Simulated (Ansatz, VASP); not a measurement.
## Two plane-wave programs on SiO2

```
Si O
1.0
     4.17730    0.00000    0.00000
     0.00000    4.17730    0.00000
     0.00000    0.00000    5.33040
Si O
4 8
Direct
  0.00000 0.00000 0.00000
  0.50000 0.50000 0.25000
  0.00000 0.00000 0.50000
  0.50000 0.50000 0.75000
  0.30590 0.30590 0.00000
  0.19410 0.80590 0.25000
  0.69410 0.69410 0.00000
  0.80590 0.19410 0.25000
  0.30590 0.30590 0.50000
  0.19410 0.80590 0.75000
  0.69410 0.69410 0.50000
  0.80590 0.19410 0.75000
```

Alike in both runs: task single point; functional PBE; k mesh 2 × 2 × 2; occupations fermi-dirac, width 0.02 eV; no spin polarisation.

```csv
,VASP,Ansatz
version,VASP 6.6.1,Ansatz 0.2.0
potentials or method,"VASP PAW PBE potentials, release 64 (Si, O), cutoff 600 eV","plane waves, PAW"
valence electrons in the cell,64,64
```

Ansatz gave:

```
gap on the k mesh at the Fermi level (eV) : 5.64
```

**Question.** What did VASP give for the same quantities?

**Answer.** gap on the k mesh at the Fermi level (eV): 5.62.

The functional is the same, so the differences come from potentials, cutoffs and numerics.

The k mesh is coarse, so the values compare programs but aren't converged.
